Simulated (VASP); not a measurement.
Here is a VASP 6.6.1 calculation.

Contents of INCAR:

```
  ALGO = Normal
  EDIFF = 1E-6
  ENCUT = 520
  GGA = PE
  ISIF = 2
  ISMEAR = 0
  LASPH = True
  LCHARG = True
  LELF = True
  LREAL = False
  LVHAR = True
  LWAVE = False
  NBANDS = 31
  NELM = 60
  PREC = Accurate
  SIGMA = 0.0332
```

Contents of KPOINTS:

```
k-points
0
Gamma
  7 7 7
```

The input POSCAR:

```
GeB3Br3
1.0
    5.1943300000      0.0000000000      0.0000000000
    0.0000000000      5.1943300000      0.0000000000
    0.0000000000      0.0000000000      5.1943300000
B Ge Br
3 1 3
Direct
    0.5000000000      0.5000000000      0.0000000000
    0.0000000000      0.5000000000      0.5000000000
    0.5000000000      0.0000000000      0.5000000000
    0.5000000000      0.5000000000      0.5000000000
    0.5000000000      0.0000000000      0.0000000000
    0.0000000000      0.5000000000      0.0000000000
    0.0000000000      0.0000000000      0.5000000000
```

Potentials or basis: VASP PAW PBE potentials, release 64 (B, Ge_d, Br).

Command:

```sh
$ cat potpaw_PBE.64/B/POTCAR potpaw_PBE.64/Ge_d/POTCAR potpaw_PBE.64/Br/POTCAR > POTCAR
$ mpirun -np 1 vasp_std > vasp.out
```

Problem. What does it give for the pressure?

Solution. -8.1 GPa.

Problem. Predict the band gap on the k mesh.

Solution. Zero (bands 22 and 23 overlap by 2.18 eV).

Caveat: the cell stands under tension.
